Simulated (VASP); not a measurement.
A run of VASP 6.6.1 is set up as follows.

Contents of INCAR:

```
SYSTEM = MgBe2Te3
  PREC = Accurate
  ENCUT = 520
  EDIFF = 1E-6
  ISMEAR = 0
  SIGMA = 0.1
  LREAL = .False.
  LASPH = .True.
  NELM = 60
  ALGO = Normal
  ISIF = 2
  LWAVE = .False.
  LCHARG = .False.
  GGA = PE
  NBANDS = 21
```

The input KPOINTS:

```
Automatic mesh
0
Gamma
  3 3 6
  0 0 0
```

The input POSCAR:

```
MgBe2Te3
1.0
    7.5544480242      0.0000000000      0.0000000000
   -3.7772240121      6.5423439005      0.0000000000
    0.0000000000      0.0000000000      3.4177939372
Mg Be Te
1 2 3
Direct
    0.0000000000      0.0000000000      0.5948300985
    0.6666666667      0.3333333333      0.8895381457
    0.3333333333      0.6666666667      0.8895381457
    0.5000000000      0.5000000000      0.6065768533
    0.5000000000      0.0000000000      0.6065768533
    0.0000000000      0.5000000000      0.6065768533
```

Potentials or basis: VASP PAW PBE potentials, release 64 (Mg, Be, Te).

Launch:

```console
$ cat potpaw_PBE.64/Mg/POTCAR potpaw_PBE.64/Be/POTCAR potpaw_PBE.64/Te/POTCAR > POTCAR
$ mpirun -np 1 vasp_std > vasp.out
```

(1) What does it give for the band gap on the k mesh?

(2) Predict the pressure.

## Answers

(1) zero (band 12 reaches 5.23 eV, above the bottom of band 13 at 3.49 eV).

(2) 0.0 GPa.

Caveat: spin-orbit coupling is left out, which moves the levels of the heavy elements.
